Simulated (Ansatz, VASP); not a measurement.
**Pb3O in VASP and in Ansatz**

```
CELL_PARAMETERS angstrom
0.00000 3.66265 3.66265
3.66265 0.00000 3.66265
3.66265 3.66265 0.00000
ATOMIC_POSITIONS crystal
Pb 0.50000 0.50000 0.50000
Pb 0.25000 0.25000 0.25000
Pb 0.75000 0.75000 0.75000
O 0.00000 0.00000 0.00000
```

Alike in both runs: task relaxation of cell and atoms; functional PBE; k mesh 12 × 12 × 12; occupations gaussian, width 0.1 eV; no spin polarisation.

```csv
,VASP,Ansatz
version,VASP 6.6.1,Ansatz 0.2.0
potentials or method,"VASP PAW PBE potentials, release 64 (Pb_d, O), cutoff 600 eV","scalar-relativistic, plane waves, PAW"
valence electrons in the cell,48,48
```

|  | VASP | Ansatz | Ansatz less VASP |
| --- | --- | --- | --- |
| gap on the k mesh at the Fermi level, each at its own relaxed structure (eV) | none | none | - |
| relaxed volume (Å³/atom) | 24.62 | 24.64 | +0.014 |
| relaxed cell length with the largest relative difference (Å) | 5.184 | 5.185 | +0.0010 |

A gap of «none» marks a metal or a gap that the smearing closes.

Spin-orbit coupling is off throughout. Noted on VASP's run: too few bands were computed for a metal, which touches its energy and stress.
